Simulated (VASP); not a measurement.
Write the native input for VASP 6.6.1 that does the following.

```yaml
Task: single point
Functional: PBE
Dispersion: D3(BJ)
Potentials_or_basis: VASP PAW PBE potentials, release 64 (W_sv, S)
Cutoff: 520 eV
k_mesh: 8 × 8 × 8
Occupations: fermi-dirac, width 0.02 eV
Spin: no spin polarisation
Dipole_correction: no
Further_INCAR_settings: ALGO = Normal; EDIFF = 1e-06; NBANDS = 20
```

The structure of WS2 (Tungstenite) lies in POSCAR:

```
WS2
1.0
    1.5787131230      0.9114704466      6.0412630743
   -1.5787131230      0.9114704466      6.0412630743
    0.0000000000     -1.8229408931      6.0412630743
W S
1 2
Direct
    0.0006539547      0.0006539547      0.0006539547
    0.2472508119      0.2472508119      0.2472508119
    0.4207952334      0.4207952334      0.4207952334
```

The input as run:

INCAR

```
SYSTEM = WS2
PREC = Accurate
ENCUT = 520
EDIFF = 1E-6
ISMEAR = -1
SIGMA = 0.02
LREAL = .FALSE.
LASPH = .TRUE.
NELM = 80
ALGO = Normal
ISIF = 2
LWAVE = .FALSE.
LCHARG = .FALSE.
GGA = PE
IVDW = 12
NBANDS = 20
```

KPOINTS

```
Automatic mesh
0
G
  8 8 8
  0 0 0
```

Potentials or basis: VASP PAW PBE potentials, release 64 (W_sv, S).

Run with:

```sh
$ cat potpaw_PBE.64/W_sv/POTCAR potpaw_PBE.64/S/POTCAR > POTCAR
$ mpirun -np 1 vasp_std > vasp.out
```

It gave:

```json
{
  "Pressure": "0.0 GPa",
  "Band gap on the k mesh": "1.08 eV, indirect (least direct gap 2.22 eV)",
  "Dispersion energy per atom": "-0.437 eV"
}
```

Caveat: spin-orbit coupling is left out, which moves the levels of the heavy elements.

Wall time 76 s on 1 thread of Intel(R) Xeon(R) 6975P-C (Granite Rapids) (shared host), peak memory 0.35 GiB.
